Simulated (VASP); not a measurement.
Set up this calculation in VASP 6.6.1, as the native input.

```
Task                   : single point
Functional             : r2SCAN
Potentials or basis    : VASP PAW PBE potentials, release 64 (Al, N)
Cutoff                 : 520 eV
k mesh                 : 10 × 10 × 10
Occupations            : gaussian, width 0.01 eV
Spin                   : no spin polarisation
Dipole correction      : no
Further INCAR settings : ALGO = Normal; EDIFF = 1e-06; NBANDS = 11
```

Crystal: AlN.

```
Al N
1.0
     0.00000    2.01887    2.09962
     2.01887    0.00000    2.09962
     2.01887    2.01887    0.00000
Al N
1 1
Direct
  0.00000 0.00000 0.00000
  0.50000 0.50000 0.50000
```

This cell differs from its parent crystal: uniaxial z strain +4.0%.

The input as run:

POSCAR

```
AlN
1.0
    0.0000000000      2.0188684521      2.0996231902
    2.0188684521      0.0000000000      2.0996231902
    2.0188684521      2.0188684521      0.0000000000
Al N
1 1
Direct
    0.0000000000      0.0000000000      0.0000000000
    0.5000000000      0.5000000000      0.5000000000
```

INCAR.step1

```
  PREC = Accurate
  ENCUT = 520
  ISMEAR = 0
  SIGMA = 0.01
  LREAL = False
  LASPH = True
  NELM = 60
  NBANDS = 11
  GGA = PE
  ALGO = Normal
  EDIFF = 1E-4
  LWAVE = True
  LCHARG = False
```

INCAR.step2

```
  PREC = Accurate
  ENCUT = 520
  EDIFF = 1E-6
  ISMEAR = 0
  SIGMA = 0.01
  LREAL = False
  LASPH = True
  NELM = 60
  ALGO = Normal
  ISIF = 2
  LWAVE = False
  LCHARG = False
  METAGGA = R2SCAN
  LMIXTAU = True
  NBANDS = 11
  ISTART = 1
```

KPOINTS

```
Automatic mesh
0
Gamma
  10 10 10
```

Potentials or basis: VASP PAW PBE potentials, release 64 (Al, N).

Launch:

```sh
$ cat potpaw_PBE.64/Al/POTCAR potpaw_PBE.64/N/POTCAR > POTCAR
$ cp INCAR.step1 INCAR
$ mpirun -np 1 vasp_std > vasp.out
$ cp INCAR.step2 INCAR
$ mpirun -np 1 vasp_std > vasp.out
```

Results of the run:

```yaml
Pressure: -10.1 GPa
Band_gap_on_the_k_mesh: 4.85 eV, indirect (least direct gap 5.79 eV)
```

Caveat: the cell differs from its parent crystal (uniaxial z strain +4.0%); the PAW data sets were made with another functional, which shifts forces and pressure a little.

Run time: 50 s on 1 thread of AMD EPYC 9R45 96-Core Processor (Zen 5), on a shared host, peak memory 0.12 GiB.
